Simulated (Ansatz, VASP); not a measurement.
# One calculation of Al3Cu, two programs

The input INCAR:

```
SYSTEM = Al3Cu
PREC     = Accurate       ! precision mode
ENCUT    = 520            ! plane-wave cutoff, eV
EDIFF    = 1E-6           ! SCF threshold, eV
ISMEAR   = 0              ! smearing method
SIGMA    = 0.15           ! smearing width, eV
LREAL    = .False.        ! projectors in reciprocal space
LASPH    = .True.         ! aspherical terms in the spheres
NELM     = 80             ! most SCF steps
ALGO     = Fast           ! electronic algorithm
ISIF     = 2              ! what is computed and relaxed
LWAVE    = .False.        ! write WAVECAR
LCHARG   = .False.        ! write CHGCAR
NBANDS   = 18             ! bands
```

KPOINTS

```
Automatic mesh
0
Gamma
  12 12 12
  0 0 0
```

Contents of POSCAR:

```
Al3Cu
1.0
    4.0024247686      0.0000000000      0.0000000000
    0.0000000000      4.0024247686      0.0000000000
    0.0000000000      0.0000000000      3.7666819498
Al Cu
3 1
Direct
    0.0000000000      0.5000000000      0.5000000000
    0.5000000000      0.0000000000      0.5000000000
    0.5000000000      0.5000000000      0.0000000000
    0.0000000000      0.0000000000      0.0000000000
```

Input for Ansatz:

```yaml
crystal:
  lattice:
    - [4.0024247686, 0.0, 0.0]
    - [0.0, 4.0024247686, 0.0]
    - [0.0, 0.0, 3.7666819498]
  atoms:
    - { symbol: Al, position: [0.0, 0.5, 0.5] }
    - { symbol: Al, position: [0.5, 0.0, 0.5] }
    - { symbol: Al, position: [0.5, 0.5, 0.0] }
    - { symbol: Cu, position: [0.0, 0.0, 0.0] }
basis:
  ecutwfc: 520.0
kpoints:
  mp_grid: { grid: [12, 12, 12] }
hamiltonian:
  xc: lda
  pseudopotentials: { kind: paw, azcp: { folder: soft_1 } }
scf:
  occupations: { method: gaussian, width: 0.15 }
output:
  forces: true
  stress: true
  eigenvalues: true
```

Alike in both runs: task single point; functional LDA; k mesh 12 × 12 × 12; occupations gaussian, width 0.15 eV; no spin polarisation.

```csv
,VASP,Ansatz
version,VASP 6.6.1,Ansatz 0.2.0
potentials or method,"VASP PAW LDA potentials, release 64 (Al, Cu), cutoff 520 eV","scalar-relativistic, plane waves, PAW"
valence electrons in the cell,20,28
```

|  | VASP | Ansatz | Ansatz less VASP |
| --- | --- | --- | --- |
| gap on the k mesh at the Fermi level (eV) | none | none | - |
| pressure (GPa) | -4.6 | -4.7 | -0.18 |
| traceless stress, the component that is largest in VASP (GPa) | 4.08 | 4.05 | -0.030 |

Ansatz warns that its potentials were made for another functional, while VASP's fit it. LDA's correlation is that of Perdew and Zunger in VASP and of Perdew and Wang (1992) in Ansatz. A gap of «none» marks a metal or a gap that the smearing closes. VASP's potentials hold 20 valence electrons a cell and Ansatz's 28, so a difference there can come from the potentials and not from the codes.
